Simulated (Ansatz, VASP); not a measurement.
Bi in VASP and in Ansatz

```xyz
1
Lattice="0.0000 2.5139 2.5139 2.5139 0.0000 2.5139 2.5139 2.5139 0.0000" Properties=species:S:1:pos:R:3 pbc="T T T"
Bi    0.0000    0.0000    0.0000
```

Alike in both runs: functional PBE; k mesh 20 × 20 × 20; occupations gaussian, width 0.1 eV; no spin polarisation.

Ansatz relaxed the structure, and its values are those at the end. VASP's run is a single point on that final structure, the one shown.

```csv
,VASP,Ansatz
version,VASP 6.6.1,Ansatz 0.2.0
potentials or method,"VASP PAW PBE potentials, release 64 (Bi_d), cutoff 520 eV","scalar-relativistic, plane waves, PAW"
valence electrons in the cell,15,15
```

Ansatz gave:

| Quantity | Value |
| --- | --- |
| gap on the k mesh at the Fermi level (eV) | none |
| pressure (GPa) | 0.0 |

Q: What did VASP give for the same quantities?

A: gap on the k mesh at the Fermi level (eV): none; pressure (GPa): -0.1.

A gap of «none» marks a metal or a gap that the smearing closes. With one functional, cell and mesh, what is left measures potentials, basis and numerics.

Neither program's run includes spin-orbit coupling.
